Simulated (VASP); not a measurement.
# W4C4F in VASP: notebook, part 2 of 2

VASP 6.6.1. The steps go on from the part before.

**4. Single point, LDA**

Input file INCAR:

```
  ALGO = Normal
  EDIFF = 1E-6
  ENCUT = 520
  GGA = CA
  GGA_COMPAT = False
  ISIF = 2
  ISMEAR = 0
  LASPH = True
  LCHARG = True
  LELF = True
  LREAL = False
  LVHAR = True
  LWAVE = False
  NBANDS = 94
  NELM = 120
  NELMDL = -8
  PREC = Accurate
  SIGMA = 0.1
```

Input file KPOINTS:

```
k-points
0
Gamma
  3 3 1
```

Input file POSCAR:

```
W4C4F
1.0
    5.6929600000      0.0000000000      0.0000000000
   -2.8464800000      4.9302480000      0.0000000000
    0.0000000000      0.0000000000     15.1931300000
W C F
8 8 2
Direct
    0.0000000000      0.0000000000      0.0658192222
   -0.0129280856     -0.0098964596      0.2491803861
    0.0000000000      0.5000000000      0.0658192222
   -0.0046199675      0.4982187509      0.2514146855
    0.5000000000      0.0000000000      0.0658192222
    0.4903576072     -0.0083393371      0.2501427290
    0.5000000000      0.5000000000      0.0658192222
    0.4891857860      0.4927668953      0.2533662254
    0.3287373985      0.1638124492      0.1527890566
    0.3173291181      0.1462451787      0.3332112606
    0.3325892034      0.6640580758      0.1514864942
    0.3241673902      0.6662094889      0.3269146647
    0.8308707398      0.1654868072      0.1526859837
    0.8166784635      0.1656951131      0.3338187720
    0.8299572832      0.6640976275      0.1511862269
    0.8220156907      0.6567130092      0.3249033609
    1.1852743789      1.0573837259      0.4100695512
    0.8141426850      1.1741279546      0.4200089777
```

Potentials or basis: VASP PAW LDA potentials, release 64 (W_sv, C, F).

On the command line:

```sh
$ cat potpaw_LDA.64/W_sv/POTCAR potpaw_LDA.64/C/POTCAR potpaw_LDA.64/F/POTCAR > POTCAR
$ mpirun -np 1 vasp_std > vasp.out
```

OUTCAR:

```text
EDIFF = 1E-6
   ENCUT = 520
   GGA = CA
   ISIF = 2
   ISMEAR = 0
   LASPH = True
   LREAL = False
   NELM = 120
   NELMDL = -8
   PREC = Accurate

 ion  position               nearest neighbor table
   1  0.000  0.000  0.066-   9 2.09  15 2.10  13 2.11   2 2.79   5 2.85   5 2.85   3 2.85   3 2.85
                             7 2.85   7 2.85
   2  0.987  0.990  0.249-  16 2.01  10 2.07  14 2.14  15 2.19  13 2.20   9 2.23  17 2.64   1 2.79
                             4 2.82   6 2.83   8 2.83   8 2.86   6 2.86   4 2.87
   3  0.000  0.500  0.066-  11 2.09  15 2.10  13 2.11   4 2.82   7 2.85   7 2.85   5 2.85   1 2.85
                             1 2.85   5 2.85
   4  0.995  0.498  0.251-  16 1.98  12 1.99  14 2.06  13 2.22  15 2.23  11 2.25   6 2.81   3 2.82
                             2 2.82   8 2.83   8 2.87   2 2.87   6 2.88
   5  0.500  0.000  0.066-  13 2.10  11 2.11   9 2.12   6 2.80   1 2.85   1 2.85   3 2.85   7 2.85
                             7 2.85   3 2.85
   6  0.490  0.992  0.250-  12 1.98  10 2.05  14 2.05  11 2.20   9 2.21  13 2.24   5 2.80   4 2.81
                             2 2.83   8 2.84   8 2.86   2 2.86   4 2.88
   7  0.500  0.500  0.066-  15 2.08  11 2.09   9 2.12   3 2.85   3 2.85   1 2.85   5 2.85   5 2.85
                             1 2.85   8 2.85
   8  0.489  0.493  0.253-  16 1.97  12 2.01  10 2.10   9 2.23  11 2.24  15 2.29   4 2.83   2 2.83
                             6 2.84   7 2.85   6 2.86   2 2.86   4 2.87
   9  0.329  0.164  0.153-   1 2.09   5 2.12   7 2.12   6 2.21   8 2.23   2 2.23
  10  0.317  0.146  0.333-  17 1.34   6 2.05   2 2.07   8 2.10
  11  0.333  0.664  0.151-   7 2.09   3 2.09   5 2.11   6 2.20   8 2.24   4 2.25
  12  0.324  0.666  0.327-   6 1.98   4 1.99   8 2.01
  13  0.831  0.165  0.153-   5 2.10   3 2.11   1 2.11   2 2.20   4 2.22   6 2.24
  14  0.817  0.166  0.334-  18 1.31   6 2.05   4 2.06   2 2.14
  15  0.830  0.664  0.151-   7 2.08   3 2.10   1 2.10   2 2.19   4 2.23   8 2.29
  16  0.822  0.657  0.325-   8 1.97   4 1.98   2 2.01
  17  0.185  0.057  0.410-  10 1.34   2 2.64
  18  0.814  0.174  0.420-  14 1.31

  LATTYP: Found a hexagonal cell.
 ALAT       =     5.6929600000
 C/A-ratio  =     2.6687575532

  Lattice vectors:

 A1 = (   5.6929600000,   0.0000000000,   0.0000000000)
 A2 = (  -2.8464800000,   4.9302480000,   0.0000000000)
 A3 = (   0.0000000000,   0.0000000000,  15.1931300000)
[... 169 lines left out ...]
   LRPA    =     F    only Hartree local field effects (RPA)
 non-spin polarized calculation
 Gauss-broadening in eV      SIGMA  =   0.10
  energy-cutoff  :      520.00
  volume of cell :      426.44
 maximum number of plane-waves:     11517
 NGX is ok and might be reduce to    42
   NGX = 21   NGY = 21   NGZ = 57

 number of electron     157.9999998 magnetization

 Free energy of the ion-electron system (eV)
  ---------------------------------------------------
  ext. energy  EPLUGINS =         0.00000000
  ---------------------------------------------------
  free energy    TOTEN  =      -188.72377348 eV

  energy without entropy =     -188.68634597  energy(sigma->0) =     -188.70505972

 E-fermi :   0.9315     XC(G=0):  -7.0492

 val. band max:        0.9310209756   @ k =   0.3333   0.3333   0.0000
 cond. band min:       0.9750184004   @ k =   0.3333  -0.0000   0.0000
 fundamental gap:      0.0439974248
 Fermi energy:         0.9315087732

 k-point     1 :       0.0000    0.0000    0.0000
  band No.  band energies     occupation
      1     -72.3184      2.00000
      2     -72.2590      2.00000
      3     -72.2515      2.00000
      4     -72.2374      2.00000
      5     -72.2275      2.00000
      6     -72.1998      2.00000
[... 459 lines left out ...]
     90       3.7764      0.00000
     91       3.7867      0.00000
 [bands above 91 left out]

------------------------ aborting loop because EDIFF is reached ----------------------------------------

  FORCE on cell =-STRESS in cart. coord.  units (eV):
  Direction    XX          YY          ZZ          XY          YZ          ZX
  --------------------------------------------------------------------------------------
  -------------------------------------------------------------------------------------
  Total       13.9761918     11.2459844      5.8768598      0.8100931      3.2973980      3.0866811
  in kB       52.5103948     42.2526458     22.0801367      3.0436266     12.3887588     11.5970678
  external PRESSURE =      38.9477258 kB  Pullay stress =       0.0000000 kB

 VOLUME and BASIS-vectors are now :
 -----------------------------------------------------------------------------
  energy-cutoff  :      520.00
  volume of cell :      426.44
      direct lattice vectors                 reciprocal lattice vectors
     5.692960000  0.000000000  0.000000000     0.175655546  0.101414777  0.000000000
    -2.846480000  4.930248000  0.000000000     0.000000000  0.202829553  0.000000000
     0.000000000  0.000000000 15.193130000     0.000000000  0.000000000  0.065819222

 POSITION                                       TOTAL-FORCE (eV/Angst)
 -----------------------------------------------------------------------------------
      0.00000      0.00000      1.00000        -0.136503     -0.072759     -0.233379
      2.80105      4.88146      3.78583        -0.053533      0.073265     -0.138556
     -1.42324      2.46512      1.00000         0.029159     -0.179434     -0.390558
      4.24849      2.45634      3.81978         0.019060     -0.088677     -0.032294
      2.84648      0.00000      1.00000        -0.110516      0.062179     -0.305961
     -0.03116      4.88913      3.80045        -0.000674     -0.025996     -0.053422
[... 10 lines left out ...]
      0.89142      0.28292      6.23024         0.876192      1.033737      0.728897
      4.13923      0.85849      6.38125         0.021809     -0.078602      0.575184
 -----------------------------------------------------------------------------------
    total drift:                                0.001151     -0.000383     -0.000075

  FREE ENERGIE OF THE ION-ELECTRON SYSTEM (eV)
  ---------------------------------------------------
  free  energy   TOTEN  =      -188.7237734758 eV

  energy  without entropy=     -188.6863459707  energy(sigma->0) =     -188.70505972
```

OSZICAR:

```text
N       E                     dE             d eps       ncg     rms          rms(c)
DAV:   1     0.193988680540E+04    0.19399E+04   -0.92971E+04  1100   0.165E+03
DAV:   2    -0.751796622368E+02   -0.20151E+04   -0.19717E+04  1082   0.504E+02
DAV:   3    -0.207734568883E+03   -0.13255E+03   -0.12805E+03  1120   0.128E+02
[... 24 lines left out ...]
DAV:  28    -0.188723758682E+03   -0.34551E-04   -0.20434E-06   682   0.433E-03    0.156E-03
DAV:  29    -0.188723768715E+03   -0.10033E-04   -0.61249E-07   644   0.258E-03    0.146E-03
DAV:  30    -0.188723772235E+03   -0.35201E-05   -0.23295E-07   642   0.165E-03    0.622E-04
DAV:  31    -0.188723773315E+03   -0.10800E-05   -0.20696E-07   596   0.158E-03    0.464E-04
DAV:  32    -0.188723773476E+03   -0.16084E-06   -0.43550E-08   542   0.754E-04
   1 F= -.18872377E+03 E0= -.18870506E+03  d E =-.374275E-01
```

Wall time 4.9 min (1 thread of Intel Xeon 6975P-C (Granite Rapids), shared host); peak memory 0.45 GiB.

Results:

- Free energy: -188.7238 eV
- Largest force: 1.539 eV/Å
- Band gap on the k mesh: zero (bands 79 and 80 overlap by 0.80 eV)

Forces on the atoms (eV/Å):
```
W   -0.137 -0.073 -0.233
W   -0.054  0.073 -0.139
W    0.029 -0.179 -0.391
W    0.019 -0.089 -0.032
W   -0.111  0.062 -0.306
W   -0.001 -0.026 -0.053
W   -0.191 -0.244 -0.127
W   -0.032 -0.057 -0.032
C   -0.012 -0.036  0.035
C   -0.200 -0.167  0.110
C   -0.005 -0.034  0.037
C    0.004 -0.045  0.164
C   -0.072  0.009 -0.022
C    0.059 -0.142 -0.425
C   -0.008 -0.053 -0.036
C   -0.188  0.045  0.146
F    0.876  1.034  0.729
F    0.022 -0.079  0.575
```

Caveat: the k points lie up to 0.42 Å⁻¹ apart, too coarse for converged energies and pressures of a metal; spin-orbit coupling is left out, which moves the levels of the heavy elements.

**5. Single point, LDA**

Input file INCAR:

```
SYSTEM = W4C4F
  PREC = Accurate
  ENCUT = 520
  EDIFF = 1E-6
  ISMEAR = 0
  SIGMA = 0.1
  LREAL = .False.
  LASPH = .True.
  NELM = 120
  ALGO = Normal
  ISIF = 2
  LWAVE = .False.
  LCHARG = .True.
  GGA = CA
  LELF = .True.
  LVHAR = .True.
  NBANDS = 94
  GGA_COMPAT = .False.
  NELMDL = -8
```

Input file KPOINTS:

```
regular mesh
0
Gamma
  3 3 1
  0 0 0
```

Input file POSCAR:

```
W4C4F
1.0
    5.6929600000      0.0000000000      0.0000000000
   -2.8464800000      4.9302480000      0.0000000000
    0.0000000000      0.0000000000     15.1931300000
W C F
8 8 2
Direct
    0.0000000000      0.0000000000      0.0658192222
    0.0049863282      0.0078914894      0.2504882141
    0.0000000000      0.5000000000      0.0658192222
    0.0066099121      0.5125839512      0.2496723848
    0.5000000000      0.0000000000      0.0658192222
    0.5062743250      0.0097244601      0.2517341720
    0.5000000000      0.5000000000      0.0658192222
    0.5041063544      0.5070323034      0.2526374750
    0.3350381353      0.1686316794      0.1533084361
    0.3319427801      0.1652156240      0.3358981329
    0.3352963733      0.6696835534      0.1514552301
    0.3491879735      0.6860719785      0.3250764655
    0.8355557132      0.1709747664      0.1527431148
    0.8468076474      0.1795410697      0.3336379008
    0.8341945094      0.6687241697      0.1510663701
    0.8396759988      0.6854405701      0.3248868403
    1.3377372597      1.1827877624      0.4220210055
    0.9302784113      1.3090282679      0.4107438691
```

Potentials or basis: VASP PAW LDA potentials, release 64 (W_sv, C, F).

On the command line:

```sh
$ cat potpaw_LDA.64/W_sv/POTCAR potpaw_LDA.64/C/POTCAR potpaw_LDA.64/F/POTCAR > POTCAR
$ mpirun -np 1 vasp_std > vasp.out
```

OUTCAR:

```text
SYSTEM = W4C4F
   PREC = Accurate
   ENCUT = 520
   EDIFF = 1E-6
   ISMEAR = 0
   LREAL = .False.
   LASPH = .True.
   NELM = 120
   ISIF = 2
   GGA = CA
   NELMDL = -8

 ion  position               nearest neighbor table
   1  0.000  0.000  0.066-  15 2.08  13 2.12   9 2.12   2 2.81   5 2.85   5 2.85   3 2.85   3 2.85
                             7 2.85   7 2.85
   2  0.005  0.008  0.250-  16 1.95  14 2.06  10 2.07   9 2.20  13 2.21  15 2.25   1 2.81   4 2.82
                             8 2.84   6 2.84   6 2.85   8 2.85   4 2.87
   3  0.000  0.500  0.066-  13 2.09  15 2.10  11 2.10   4 2.79   7 2.85   7 2.85   5 2.85   1 2.85
                             1 2.85   5 2.85
   4  0.007  0.513  0.250-  16 2.03  12 2.04  14 2.08  11 2.20  15 2.21  13 2.24  18 2.65   3 2.79
                             2 2.82   6 2.84   8 2.85   8 2.85   6 2.86   2 2.87
   5  0.500  0.000  0.066-  11 2.08   9 2.11  13 2.12   6 2.83   1 2.85   1 2.85   3 2.85   7 2.85
                             7 2.85   3 2.85
   6  0.506  0.010  0.252-  12 1.95  10 2.07  14 2.09   9 2.21  13 2.21  11 2.27   5 2.83   8 2.84
                             4 2.84   2 2.84   2 2.85   8 2.86   4 2.86
   7  0.500  0.500  0.066-  15 2.10  11 2.10   9 2.11   8 2.84   3 2.85   3 2.85   5 2.85   5 2.85
                             1 2.85   1 2.85
   8  0.504  0.507  0.253-  12 1.98  16 1.99  10 2.11  15 2.24  11 2.24   9 2.25   6 2.84   7 2.84
                             2 2.84   4 2.85   4 2.85   2 2.85   6 2.86
   9  0.335  0.169  0.153-   7 2.11   5 2.11   1 2.12   2 2.20   6 2.21   8 2.25
  10  0.332  0.165  0.336-  17 1.31   6 2.07   2 2.07   8 2.11
  11  0.335  0.670  0.151-   5 2.08   7 2.10   3 2.10   4 2.20   8 2.24   6 2.27
  12  0.349  0.686  0.325-   6 1.95   8 1.98   4 2.04
  13  0.836  0.171  0.153-   3 2.09   1 2.12   5 2.12   2 2.21   6 2.21   4 2.24
  14  0.847  0.180  0.334-  18 1.34   2 2.06   4 2.08   6 2.09
  15  0.834  0.669  0.151-   1 2.08   7 2.10   3 2.10   4 2.21   8 2.24   2 2.25
  16  0.840  0.685  0.325-   2 1.95   8 1.99   4 2.03
  17  0.338  0.183  0.422-  10 1.31
  18  0.930  0.309  0.411-  14 1.34   4 2.65

  LATTYP: Found a hexagonal cell.
 ALAT       =     5.6929600000
 C/A-ratio  =     2.6687575532

  Lattice vectors:

 A1 = (   5.6929600000,   0.0000000000,   0.0000000000)
 A2 = (  -2.8464800000,   4.9302480000,   0.0000000000)
 A3 = (   0.0000000000,   0.0000000000,  15.1931300000)

[... 169 lines left out ...]
 non-spin polarized calculation
 Gauss-broadening in eV      SIGMA  =   0.10
  energy-cutoff  :      520.00
  volume of cell :      426.44
 maximum number of plane-waves:     11517
 NGX is ok and might be reduce to    42
   NGX = 21   NGY = 21   NGZ = 57

 number of electron     158.0000007 magnetization

 Free energy of the ion-electron system (eV)
  ---------------------------------------------------
  ext. energy  EPLUGINS =         0.00000000
  ---------------------------------------------------
  free energy    TOTEN  =      -189.00845349 eV

  energy without entropy =     -188.98604679  energy(sigma->0) =     -188.99725014

 E-fermi :   0.9696     XC(G=0):  -7.0549

 val. band max:        0.8074251644   @ k =   0.0000   0.0000   0.0000
 cond. band min:       1.0144686972   @ k =   0.3333  -0.0000   0.0000
 fundamental gap:      0.2070435328
 Fermi energy:         0.9696205161

 k-point     1 :       0.0000    0.0000    0.0000
  band No.  band energies     occupation
      1     -72.3327      2.00000
      2     -72.3087      2.00000
      3     -72.2582      2.00000
      4     -72.2513      2.00000
      5     -72.2466      2.00000
      6     -72.2156      2.00000
[... 459 lines left out ...]
     90       3.7672      0.00000
     91       3.7811      0.00000
 [bands above 91 left out]

------------------------ aborting loop because EDIFF is reached ----------------------------------------

  FORCE on cell =-STRESS in cart. coord.  units (eV):
  Direction    XX          YY          ZZ          XY          YZ          ZX
  --------------------------------------------------------------------------------------
  -------------------------------------------------------------------------------------
  Total       10.1205525     13.9232481      5.1224972     -0.3656309     -3.2536919     -0.8622039
  in kB       38.0242495     52.3114783     19.2458970     -1.3737234    -12.2245492     -3.2394137
  external PRESSURE =      36.5272082 kB  Pullay stress =       0.0000000 kB

 VOLUME and BASIS-vectors are now :
 -----------------------------------------------------------------------------
  energy-cutoff  :      520.00
  volume of cell :      426.44
      direct lattice vectors                 reciprocal lattice vectors
     5.692960000  0.000000000  0.000000000     0.175655546  0.101414777  0.000000000
    -2.846480000  4.930248000  0.000000000     0.000000000  0.202829553  0.000000000
     0.000000000  0.000000000 15.193130000     0.000000000  0.000000000  0.065819222

 POSITION                                       TOTAL-FORCE (eV/Angst)
 -----------------------------------------------------------------------------------
      0.00000      0.00000      1.00000         0.044906      0.264308     -0.220067
      0.00592      0.03891      3.80570         0.007708      0.100645     -0.042631
     -1.42324      2.46512      1.00000         0.042716      0.046406     -0.428196
     -1.42143      2.52717      3.79330         0.030500      0.073669     -0.060039
      2.84648      0.00000      1.00000         0.022621      0.265401     -0.073323
      2.85452      0.04794      3.82463         0.047945      0.105373     -0.066953
[... 10 lines left out ...]
      1.40242      0.90119      6.41182         0.056577      0.117314      0.552801
      4.41640      1.52359      6.24048        -0.331211     -1.027785      0.669800
 -----------------------------------------------------------------------------------
    total drift:                               -0.001443     -0.000259     -0.001577

  FREE ENERGIE OF THE ION-ELECTRON SYSTEM (eV)
  ---------------------------------------------------
  free  energy   TOTEN  =      -189.0084534924 eV

  energy  without entropy=     -188.9860467930  energy(sigma->0) =     -188.99725014
```

Wall time 5.1 min (1 thread of Intel Xeon 6975P-C (Granite Rapids), shared host); peak memory 0.46 GiB.

Results:

| Item | Value |
| --- | --- |
| Free energy | -189.0085 eV |
| Largest force | 1.271 eV/Å |
| Band gap on the k mesh | zero (bands 79 and 80 overlap by 1.02 eV) |

Forces in eV/Å, atoms in the order of the input:
```
W    0.045  0.264 -0.220
W    0.008  0.101 -0.043
W    0.043  0.046 -0.428
W    0.030  0.074 -0.060
W    0.023  0.265 -0.073
W    0.048  0.105 -0.067
W   -0.018 -0.201 -0.216
W    0.008  0.027 -0.002
C    0.005  0.022  0.002
C    0.037 -0.063 -0.415
C    0.025  0.024 -0.001
C   -0.043  0.144  0.157
C    0.010  0.022  0.021
C   -0.010 -0.040 -0.097
C   -0.020  0.027  0.015
C    0.083  0.092  0.204
F    0.057  0.117  0.553
F   -0.331 -1.028  0.670
```

Caveat: the k points lie up to 0.42 Å⁻¹ apart, too coarse for converged energies and pressures of a metal; spin-orbit coupling is left out, which moves the levels of the heavy elements.

**6. Summary**

```csv
task,cell,atoms held fixed (from 0),gap on the mesh (eV),largest force (eV/Å)
relaxation of the atoms,"atoms relaxed, atomic positions A","[0, 2, 4, 6]",none,-
single point,"as given, atomic positions B",-,none,1.43
single point,"as given, atomic positions C",-,none,1.54
single point,"as given, atomic positions D",-,none,1.27
```

Alike in all rows: level LDA; potentials or basis VASP PAW LDA potentials, release 64 (W_sv, C, F); no spin polarisation; k mesh 3 × 3 × 1; cutoff (eV) 520; smearing gaussian 0.1 eV.

Caveats: all runs use coarse meshes; spin-orbit coupling is left out, which moves the levels of the heavy elements.

Total energies depend on the potentials used, so only differences within one code and one set of settings carry meaning.
